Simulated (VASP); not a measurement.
Here is a VASP 6.6.1 calculation.

INCAR

```
ALGO = Normal
EDIFF = 1E-6
ENCUT = 500
GGA = PE
GGA_COMPAT = False
ISIF = 2
ISMEAR = 0
LASPH = True
LCHARG = True
LELF = True
LREAL = False
LVHAR = True
LWAVE = False
NBANDS = 16
NELM = 120
PREC = Accurate
SIGMA = 0.2
```

KPOINTS

```
k-points
0
Gamma
  6 6 6
```

POSCAR

```
ZrB2
1.0
    3.9420883608      0.0000000000      0.0000000000
   -1.9710441804      3.4139486645      0.0000000000
    0.0000000000      0.0000000000      3.6398690963
Zr B
1 2
Direct
    0.0000000000      0.0000000000      0.0000000000
    0.3333333333      0.6666666667      0.0000000000
    0.6666666667      0.3333333333      0.0000000000
```

Potentials or basis: VASP PAW PBE potentials, release 64 (Zr_sv, B).

The run is started by

```sh
$ cat potpaw_PBE.64/Zr_sv/POTCAR potpaw_PBE.64/B/POTCAR > POTCAR
$ mpirun -np 1 vasp_std > vasp.out
```

(1) What does it give for the band gap on the k mesh?

(2) What does it give for the pressure?

Answers

(1) zero (band 9 reaches 6.29 eV, above the bottom of band 10 at 4.86 eV).

(2) 0.2 GPa.
